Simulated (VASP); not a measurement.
# BaSr2O2 (Fmmm) in VASP: a series of runs

BaSr2O2 is run at these levels: PBE; tasks: single point, relaxation of cell and atoms.

Program: VASP 6.6.1. These are calculated values, not measurements. Logs are shortened: lines on timing, memory, paths and dates and some standing lists are left out, and cuts for length are marked.

### 1 The cell of the first run

The structure is orthorhombic, space group Fmmm (No. 69). Conventional cell: a = 7.827 Å, b = 7.891 Å, c = 13.081 Å, α = 90.00°, β = 90.00°, γ = 90.00°. Ba (site symmetry mmm) has 2 O at 2.43 Å within 3.2 Å. Sr (site symmetry mm2) has 2 O at 2.27 Å within 3.0 Å. Within 3.0 Å of O (site symmetry 2mm) lie 2 Sr at 2.27 Å and 1 Ba at 2.43 Å and 1 O at 2.96 Å.

The cell was generated, and may not be a known phase.

### 2 Single point, PBE

File INCAR:

```
  PREC = Accurate
  ENCUT = 600
  EDIFF = 1E-6
  ISMEAR = 0
  SIGMA = 0.1
  LREAL = False
  LASPH = True
  NELM = 120
  ALGO = Normal
  ISIF = 2
  LWAVE = False
  LCHARG = False
  GGA = PE
  NBANDS = 29
  GGA_COMPAT = False
```

File KPOINTS:

```
regular mesh
0
Gamma
  4 4 4
```

File POSCAR:

```
BaSr2O2
1.0
    0.0000000000      6.5403475236      3.9132500863
    3.9455088645      0.0000000000      3.9132500863
    3.9455088645      6.5403475236      0.0000000000
Ba Sr O
1 2 2
Direct
    0.5000000000      0.5000000000      0.5000000000
    0.1316392687      0.8683607313      0.1316392687
    0.8683607313      0.1316392687      0.8683607313
    0.1890906491      0.1890906491      0.8109093509
    0.8109093509      0.8109093509      0.1890906491
```

Potentials or basis: VASP PAW PBE potentials, release 64 (Ba_sv, Sr_sv, O).

On the command line:

```bash
> cat potpaw_PBE.64/Ba_sv/POTCAR potpaw_PBE.64/Sr_sv/POTCAR potpaw_PBE.64/O/POTCAR > POTCAR
> mpirun -np 1 vasp_std > vasp.out
```

OUTCAR:

```text
PREC = Accurate
   ENCUT = 600
   EDIFF = 1E-6
   ISMEAR = 0
   LREAL = False
   LASPH = True
   NELM = 120
   ISIF = 2
   GGA = PE

 ion  position               nearest neighbor table
   1  0.500  0.500  0.500-   4 2.43   5 2.43   2 4.28   3 4.28   2 4.28   3 4.28   3 4.30   2 4.30
                             3 4.30   2 4.30   2 4.82   3 4.82
   2  0.132  0.868  0.132-   4 2.27   5 2.27   3 3.44   1 4.28   1 4.28   1 4.30   1 4.30   1 4.82
                             3 4.99   3 4.99   3 5.02   3 5.02
   3  0.868  0.132  0.868-   4 2.27   5 2.27   2 3.44   1 4.28   1 4.28   1 4.30   1 4.30   1 4.82
                             2 4.99   2 4.99   2 5.02   2 5.02
   4  0.189  0.189  0.811-   2 2.27   3 2.27   1 2.43
   5  0.811  0.811  0.189-   2 2.27   3 2.27   1 2.43

  LATTYP: Found a face centered orthorhombic cell.
 ALAT       =     7.8265001726
 B/A-ratio  =     1.0082434747
 C/A-ratio  =     1.6713338988

  Lattice vectors:

 A1 = (   3.9455088645,   6.5403475236,   0.0000000000)
 A2 = (   0.0000000000,   6.5403475236,   3.9132500863)
 A3 = (   3.9455088645,   0.0000000000,   3.9132500863)

Analysis of symmetry for initial positions (statically):
=====================================================================
 Subroutine PRICEL returns:
 Original cell was already a primitive cell.

 Routine SETGRP: Setting up the symmetry group for a
 face centered orthorhombic supercell.

 Subroutine GETGRP returns: Found  8 space group operations
 (whereof  8 operations were pure point group operations)
 out of a pool of  8 trial point group operations.

The static configuration has the point symmetry D_2h.

Analysis of symmetry for dynamics (positions and initial velocities):
=====================================================================
 Subroutine PRICEL returns:
 Original cell was already a primitive cell.

 Routine SETGRP: Setting up the symmetry group for a
 face centered orthorhombic supercell.

 Subroutine GETGRP returns: Found  8 space group operations
 (whereof  8 operations were pure point group operations)
 out of a pool of  8 trial point group operations.

The dynamic configuration has the point symmetry D_2h.

 Subroutine INISYM returns: Found  8 space group operations
 (whereof  8 operations are pure point group operations),
 and found     1 'primitive' translations

----------------------------------------------------------------------------------------

                                     Primitive cell

  volume of cell :     201.9628

  direct lattice vectors                    reciprocal lattice vectors
     0.000000000  6.540347524  3.913250086    -0.126726366  0.076448537  0.127771031
     3.945508864  0.000000000  3.913250086     0.126726366 -0.076448537  0.127771031
     3.945508864  6.540347524  0.000000000     0.126726366  0.076448537 -0.127771031

  length of vectors
     7.621658085  5.557028562  7.638271135     0.195523367  0.195523367  0.195523367

  position of ions in fractional coordinates (direct lattice)
     0.500000000  0.500000000  0.500000000
     0.131639269  0.868360731  0.131639269
     0.868360731  0.131639269  0.868360731
     0.189090649  0.189090649  0.810909351
     0.810909351  0.810909351  0.189090649

  ion indices of the primitive-cell ions
   primitive index   ion index
                 1           1
                 2           2
                 3           3
                 4           4
                 5           5

----------------------------------------------------------------------------------------

 KPOINTS: regular mesh

Automatic generation of k-mesh.
 Grid dimensions read from file:
 generate k-points for:    4    4    4

 Generating k-lattice:

  Cartesian coordinates                     Fractional coordinates (reciprocal lattice)
    -0.031681591  0.019112134  0.031942758     0.250000000  0.000000000  0.000000000
     0.031681591 -0.019112134  0.031942758     0.000000000  0.250000000  0.000000000
     0.031681591  0.019112134 -0.031942758    -0.000000000 -0.000000000  0.250000000

  Length of vectors
     0.048880842  0.048880842  0.048880842

  Shift w.r.t. Gamma in fractional coordinates (k-lattice)
     0.000000000  0.000000000  0.000000000

 Subroutine IBZKPT returns following result:
 ===========================================

 Found     18 irreducible k-points:

 Following reciprocal coordinates:
            Coordinates               Weight
  0.000000  0.000000  0.000000      1.000000
  0.250000  0.000000  0.000000      8.000000
  0.500000  0.000000  0.000000      4.000000
  0.250000  0.250000  0.000000      2.000000
  0.500000  0.250000  0.000000      8.000000
 -0.250000  0.250000 -0.000000      4.000000
[... 10 lines left out ...]
 -0.250000  0.250000  0.500000      2.000000
  0.000000  0.500000  0.500000      1.000000
   k-points           NKPTS =     18   k-points in BZ     NKDIM =     18   number of bands    NBANDS=     29
[... 51 lines left out ...]

 Free energy of the ion-electron system (eV)
  ---------------------------------------------------
  ext. energy  EPLUGINS =         0.00000000
  ---------------------------------------------------
  free energy    TOTEN  =       -23.67151658 eV

  energy without entropy =      -23.65775807  energy(sigma->0) =      -23.66463733

 E-fermi :   0.9412     XC(G=0):  -6.9928

 val. band max:        0.9290803011   @ k =   0.5000   0.0000   0.0000
 cond. band min:       0.9500405007   @ k =  -0.2500  -0.0000   0.2500
 fundamental gap:      0.0209601996
 Fermi energy:         0.9412155462

 k-point     1 :       0.0000    0.0000    0.0000
  band No.  band energies     occupation
      1     -34.1922      2.00000
      2     -34.1455      2.00000
      3     -26.9802      2.00000
      4     -17.5993      2.00000
      5     -17.3863      2.00000
      6     -16.4334      2.00000
[... 21 lines left out ...]
     28       4.8053      0.00000
     29       4.8473      0.00000

 k-point     2 :       0.2500    0.0000    0.0000
  band No.  band energies     occupation
      1     -34.1919      2.00000
      2     -34.1457      2.00000
      3     -26.9798      2.00000
      4     -17.6528      2.00000
      5     -17.3217      2.00000
      6     -16.4372      2.00000
[... 21 lines left out ...]
     28       4.3689      0.00000
     29       4.6886      0.00000

 k-point     3 :       0.5000    0.0000    0.0000
  band No.  band energies     occupation
      1     -34.1915      2.00000
      2     -34.1459      2.00000
      3     -26.9794      2.00000
      4     -17.6898      2.00000
      5     -17.2741      2.00000
      6     -16.4406      2.00000
[... 21 lines left out ...]
     28       4.3457      0.00000
     29       5.1804      0.00000

 k-point     4 :       0.2500    0.2500    0.0000
  band No.  band energies     occupation
      1     -34.1918      2.00000
      2     -34.1457      2.00000
      3     -26.9794      2.00000
      4     -17.6907      2.00000
      5     -17.2745      2.00000
      6     -16.4361      2.00000
[... 21 lines left out ...]
     28       4.4711      0.00000
     29       4.6432      0.00000

 k-point     5 :       0.5000    0.2500    0.0000
  band No.  band energies     occupation
      1     -34.1915      2.00000
      2     -34.1459      2.00000
      3     -26.9789      2.00000
      4     -17.6510      2.00000
      5     -17.3358      2.00000
      6     -16.4400      2.00000
[... 21 lines left out ...]
     28       4.4718      0.00000
     29       4.8616      0.00000
[... 318 lines left out ...]
     28       4.9550      0.00000
     29       5.1017      0.00000

 k-point    16 :       0.5000    0.0000    0.5000
  band No.  band energies     occupation
      1     -34.1912      2.00000
      2     -34.1465      2.00000
      3     -26.9802      2.00000
      4     -17.5937      2.00000
      5     -17.3914      2.00000
      6     -16.4440      2.00000
[... 21 lines left out ...]
     28       4.3071      0.00000
     29       4.7838      0.00000

 k-point    17 :      -0.2500    0.2500    0.5000
  band No.  band energies     occupation
      1     -34.1913      2.00000
      2     -34.1462      2.00000
      3     -26.9794      2.00000
      4     -17.6881      2.00000
      5     -17.2735      2.00000
      6     -16.4485      2.00000
[... 21 lines left out ...]
     28       4.7936      0.00000
     29       4.9692      0.00000

 k-point    18 :       0.0000    0.5000    0.5000
  band No.  band energies     occupation
      1     -34.1915      2.00000
      2     -34.1458      2.00000
      3     -26.9783      2.00000
      4     -17.5909      2.00000
      5     -17.4108      2.00000
      6     -16.4531      2.00000
[... 21 lines left out ...]
     28       5.0560      0.00000
     29       5.1306      0.00000

------------------------ aborting loop because EDIFF is reached ----------------------------------------

  FORCE on cell =-STRESS in cart. coord.  units (eV):
  Direction    XX          YY          ZZ          XY          YZ          ZX
  --------------------------------------------------------------------------------------
  -------------------------------------------------------------------------------------
  Total        0.1771110      0.5542589      2.4775671      0.0000000      0.0000000     -0.0000000
  in kB        1.4050273      4.3969528     19.6546161      0.0000000      0.0000000     -0.0000000
  external PRESSURE =       8.4855321 kB  Pullay stress =       0.0000000 kB

 VOLUME and BASIS-vectors are now :
 -----------------------------------------------------------------------------
  energy-cutoff  :      600.00
  volume of cell :      201.96
      direct lattice vectors                 reciprocal lattice vectors
     0.000000000  6.540347524  3.913250086    -0.126726366  0.076448537  0.127771031
     3.945508864  0.000000000  3.913250086     0.126726366 -0.076448537  0.127771031
     3.945508864  6.540347524  0.000000000     0.126726366  0.076448537 -0.127771031

 POSITION                                       TOTAL-FORCE (eV/Angst)
 -----------------------------------------------------------------------------------
      3.94551      6.54035      3.91325         0.000000      0.000000      0.000000
      3.94551      1.72193      3.91325         0.000000      0.146960      0.000000
      3.94551     11.35876      3.91325         0.000000     -0.146960      0.000000
      3.94551      6.54035      1.47992         0.000000      0.000000     -0.339263
      3.94551      6.54035      6.34658         0.000000      0.000000      0.339263
 -----------------------------------------------------------------------------------
    total drift:                                0.000000      0.000000     -0.000000

  FREE ENERGIE OF THE ION-ELECTRON SYSTEM (eV)
  ---------------------------------------------------
  free  energy   TOTEN  =       -23.6715165805 eV

  energy  without entropy=      -23.6577580698  energy(sigma->0) =      -23.66463733
```

It took 4.7 min on 1 thread of Oxide Virtual Turin-like, shared host; peak memory 0.46 GiB.

What came out:

```yaml
Free_energy: -23.6715 eV
Pressure: 0.8 GPa
Largest_force: 0.339 eV/Å
Band_gap_on_the_k_mesh: zero (bands 21 and 22 overlap by 0.54 eV)
```

Forces on the atoms (eV/Å):
```
Ba   0.000  0.000  0.000
Sr   0.000  0.147  0.000
Sr   0.000 -0.147  0.000
O    0.000  0.000 -0.339
O    0.000  0.000  0.339
```

Stress tensor (GPa, compression positive):
```
0.14 0.00 0.00
0.00 0.44 0.00
0.00 0.00 1.97
```

Caveat: spin-orbit coupling is left out, which moves the levels of the heavy elements.

### 3 Relaxation of cell and atoms, PBE

This run uses another cell than the first one, of 30.49 Å³/atom.

File INCAR:

```
SYSTEM = BaSr2O2
  PREC = Accurate
  ENCUT = 600
  EDIFF = 1E-7
  ISMEAR = 0
  SIGMA = 0.1
  LREAL = .False.
  LASPH = .True.
  NELM = 120
  ALGO = Normal
  ISIF = 3
  LWAVE = .False.
  LCHARG = .False.
  GGA = PE
  IBRION = 2
  NSW = 90
  EDIFFG = -0.04
  GGA_COMPAT = .False.
  NELMIN = 4
```

File KPOINTS:

```
regular mesh
0
Gamma
  4 4 4
  0 0 0
```

File POSCAR:

```
BaSr2O2
1.0
    0.0000000000      4.8100066904      4.9113176844
    3.2265635080      0.0000000000      4.9113176844
    3.2265635080      4.8100066904      0.0000000000
Ba Sr O
1 2 2
Direct
    0.5000000000      0.5000000000      0.5000000000
    0.1583709753      0.8416290247      0.1583709753
    0.8416290247      0.1583709753      0.8416290247
    0.2500000000      0.2500000000      0.7500000000
    0.7500000000      0.7500000000      0.2500000000
```

Potentials or basis: VASP PAW PBE potentials, release 64 (Ba_sv, Sr_sv, O).

On the command line:

```bash
> cat potpaw_PBE.64/Ba_sv/POTCAR potpaw_PBE.64/Sr_sv/POTCAR potpaw_PBE.64/O/POTCAR > POTCAR
> mpirun -np 1 vasp_std > vasp.out
```

Wall time 40 min (1 thread of Oxide Virtual Turin-like, shared host); peak memory 0.38 GiB.

Results (log left out):

| Item | Value |
| --- | --- |
| Free energy | -23.5536 eV |
| Relaxed volume | 38.37 Å³/atom |
| Relaxed cell | a = 7.406 Å, b = 5.542 Å, c = 7.346 Å, α = 68.51°, β = 44.13°, γ = 67.37° |
| Space group after relaxing (to 0.1 Å) | Fmmm (No. 69) |
| Energy gained by relaxing | 1287.1 meV/atom |
| Ionic steps | 19 |
| Pressure after relaxing | 0.0 GPa |
| Largest force after relaxing | 0.037 eV/Å |
| Band gap on the k mesh | zero (bands 21 and 22 overlap by 0.41 eV) |

Forces on the atoms (eV/Å):
```
Ba   0.000  0.000  0.000
Sr   0.000  0.030  0.000
Sr   0.000 -0.030  0.000
O    0.000  0.000 -0.037
O    0.000  0.000  0.037
```

Stress tensor (GPa, compression positive):
```
-0.07  0.00  0.00
 0.00  0.09  0.00
 0.00  0.00  0.02
```

The path:
```csv
step,energy change (eV),largest force (eV/Å),pressure (GPa),volume (Å³)
1,0.0000,2.2817,-0.16,152.45
2,-2.8820,7.2119,8.81,147.89
3,-2.9066,6.9688,8.22,148.18
4,-4.8511,4.7342,5.47,159.28
5,-5.8612,0.6378,3.63,177.04
6,-5.8969,1.1226,3.72,174.53
7,-6.2584,0.9119,0.48,181.63
8,-6.2700,0.9522,-0.19,183.54
9,-6.2702,0.9466,-0.10,183.27
10,-6.3102,0.6236,0.27,183.20
11,-6.3374,0.2005,0.97,183.08
12,-6.3687,0.2081,0.66,185.43
13,-6.4191,0.2382,-0.20,192.49
14,-6.4218,0.2470,-0.44,194.60
15,-6.4323,0.1219,-0.12,193.60
16,-6.4329,0.0830,-0.02,193.32
17,-6.4342,0.0210,-0.08,193.11
18,-6.4347,0.0496,-0.14,192.88
19,-6.4353,0.0368,0.01,191.83
```

Final structure:
```cif
data_structure
_symmetry_space_group_name_H-M 'P 1'
_symmetry_Int_Tables_number 1
_cell_length_a 7.4057
_cell_length_b 5.5417
_cell_length_c 7.3461
_cell_angle_alpha 68.506
_cell_angle_beta 44.128
_cell_angle_gamma 67.365
_cell_volume 191.83
loop_
_atom_site_label
_atom_site_type_symbol
_atom_site_fract_x
_atom_site_fract_y
_atom_site_fract_z
_atom_site_occupancy
Ba1 Ba 0.50000 0.50000 0.50000 1
Sr1 Sr 0.13736 0.86264 0.13736 1
Sr2 Sr 0.86264 0.13736 0.86264 1
O1 O 0.18729 0.18729 0.81271 1
O2 O 0.81271 0.81271 0.18729 1
```

Levels at points of the mesh, in eV from the Fermi level:
| k point | band 19 | band 20 | band 21 | band 22 | band 23 | band 24 |
| --- | --- | --- | --- | --- | --- | --- |
| (0.00, 0.00, 0.00) | -2.17 | -1.72 | -1.40 | 1.57 | 1.64 | 1.84 |
| (0.50, 0.00, 0.00) | -2.20 | -2.09 | -0.30 | 0.01 | 1.21 | 2.26 |
| (0.50, 0.50, 0.00) | -1.96 | -1.51 | -0.11 | 0.29 | 1.12 | 1.92 |
| (0.50, 0.00, 0.50) | -2.18 | -1.44 | -0.50 | 0.02 | 1.80 | 2.33 |
| (0.00, 0.50, 0.50) | -1.95 | -1.42 | 0.43 | 0.61 | 0.75 | 0.83 |

Caveat: the volume moved by over 15 % at a fixed basis, so the end points are rough; spin-orbit coupling is left out, which moves the levels of the heavy elements.

### 4 Single point, PBE

This run uses another cell than the first one, of 41.18 Å³/atom.

File INCAR:

```
SYSTEM = BaSr2O2
  PREC = Accurate
  ENCUT = 600
  EDIFF = 1E-6
  ISMEAR = 0
  SIGMA = 0.1
  LREAL = .False.
  LASPH = .True.
  NELM = 120
  ALGO = Normal
  ISIF = 2
  LWAVE = .False.
  LCHARG = .True.
  GGA = PE
  LELF = .True.
  LVHAR = .True.
  NBANDS = 29
  GGA_COMPAT = .False.
```

File KPOINTS:

```
Automatic mesh
0
Gamma
  8 8 8
  0 0 0
```

File POSCAR:

```
BaSr2O2
1.0
    0.0000000000      3.9939806551      6.5898882877
    3.9114835237      0.0000000000      6.5898882877
    3.9114835237      3.9939806551      0.0000000000
Ba Sr O
1 2 2
Direct
    0.5000000000      0.5000000000      0.5000000000
    0.8690124635      0.8690124635      0.1309875365
    0.1309875365      0.1309875365      0.8690124635
    0.8111854963      0.1888145037      0.1888145037
    0.1888145037      0.8111854963      0.8111854963
```

On the command line:

```bash
> cat potpaw_PBE.64/Ba_sv/POTCAR potpaw_PBE.64/Sr_sv/POTCAR potpaw_PBE.64/O/POTCAR > POTCAR
> mpirun -np 1 vasp_std > vasp.out
```

Wall time 27 min (1 thread of Oxide Virtual Turin-like, shared host); peak memory 0.92 GiB.

It converged, with:

```
Free energy            : -23.6984 eV
Pressure               : 0.7 GPa
Largest force          : 0.309 eV/Å
Band gap on the k mesh : zero (bands 21 and 22 overlap by 0.55 eV)
```

Forces on the atoms (eV/Å):
```
Ba   0.000  0.000  0.000
Sr   0.000  0.000 -0.101
Sr   0.000  0.000  0.101
O   -0.309  0.000  0.000
O    0.309  0.000  0.000
```

Stress tensor (GPa, compression positive):
```
 1.84  0.00  0.00
 0.00 -0.01  0.00
 0.00  0.00  0.20
```

Levels at points of the mesh, in eV from the Fermi level:
```tsv
k point	band 17	band 18	band 19	band 20	band 21	band 22	band 23	band 24	band 25	band 26
(0.00, 0.00, 0.00)	-2.60	-2.54	-2.34	-1.71	-1.36	1.39	1.63	1.76	1.88	2.21
(0.50, 0.00, 0.00)	-2.67	-2.45	-2.31	-2.10	-0.32	-0.06	1.16	2.02	2.37	2.78
(0.50, 0.50, 0.00)	-2.82	-2.62	-2.34	-1.39	-0.64	-0.17	1.77	2.33	2.46	2.54
(0.50, 0.00, 0.50)	-2.68	-2.44	-2.16	-1.37	0.38	0.66	0.68	0.89	1.57	1.70
(0.00, 0.50, 0.50)	-2.71	-2.54	-2.16	-1.44	0.02	0.27	1.11	1.66	2.13	3.08
```

Caveat: spin-orbit coupling is left out, which moves the levels of the heavy elements.

### 5 The runs side by side

| task | cell | k mesh | gap on the mesh (eV) | pressure (GPa) | largest force (eV/Å) |
| --- | --- | --- | --- | --- | --- |
| single point | a = 7.622, b = 5.557, c = 7.638 Å, angles 68.5, 42.7, 68.8°, 5 atoms, atomic positions A | 4 × 4 × 4 | none | 0.8 | 0.34 |
| relaxation of cell and atoms | relaxed from a = 6.874, b = 5.876, c = 5.792 Å, angles 72.2, 54.5, 53.3°, 5 atoms, atomic positions B | 4 × 4 × 4 | none | 0.0 | 0.04 |
| single point | a = 7.706, b = 7.663, c = 5.590 Å, angles 69.1, 68.3, 42.7°, 5 atoms, atomic positions C | 8 × 8 × 8 | none | 0.7 | 0.31 |

Alike in all rows: level PBE; potentials or basis VASP PAW PBE potentials, release 64 (Ba_sv, Sr_sv, O); no spin polarisation; cutoff (eV) 600; smearing gaussian 0.1 eV.

Caveats: spin-orbit coupling is left out, which moves the levels of the heavy elements; the volume moved by over 15 % at a fixed basis, so the end points are rough (at least some runs).

Absolute energies hang on the potentials; compare differences alone.

The gap in the log of VASP goes by the Fermi energy; the results here count the filled bands.